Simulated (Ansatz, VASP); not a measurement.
One calculation of Si5N, two programs

```
Si N
1.0
    -3.11779    3.11779    2.36133
     3.11779   -3.11779    2.36133
     3.11779    3.11779   -2.36133
Si N
5 1
Cartesian
  1.9453 0.0000 0.0000
  4.2903 0.0000 0.0000
  0.0000 4.2903 0.0000
  0.0000 1.9453 0.0000
  0.0000 0.0000 2.3613
  0.0000 0.0000 0.0000
```

Alike in both runs: functional PBE; k mesh 4 × 4 × 4; occupations gaussian, width 0.1 eV; no spin polarisation.

Ansatz relaxed the structure, and its values are those at the end. VASP's run is a single point on that final structure, the one shown.

|  | VASP | Ansatz |
| --- | --- | --- |
| version | VASP 6.6.1 | Ansatz 0.2.0 |
| potentials or method | VASP PAW PBE potentials, release 64 (Si, N), cutoff 520 eV | scalar-relativistic, plane waves, PAW |
| valence electrons in the cell | 25 | 25 |

VASP gave:

| Quantity | Value |
| --- | --- |
| gap on the k mesh at the Fermi level (eV) | none |
| pressure (GPa) | 0.0 |
| rms of the force components (eV/Å) | 0.005 |

What did Ansatz give for the same quantities?

gap on the k mesh at the Fermi level (eV): none; pressure (GPa): 0.0; rms of the force components (eV/Å): 0.001.

A gap of «none» marks a metal or a gap that the smearing closes.

The k mesh is coarse, so the values compare programs but aren't converged.
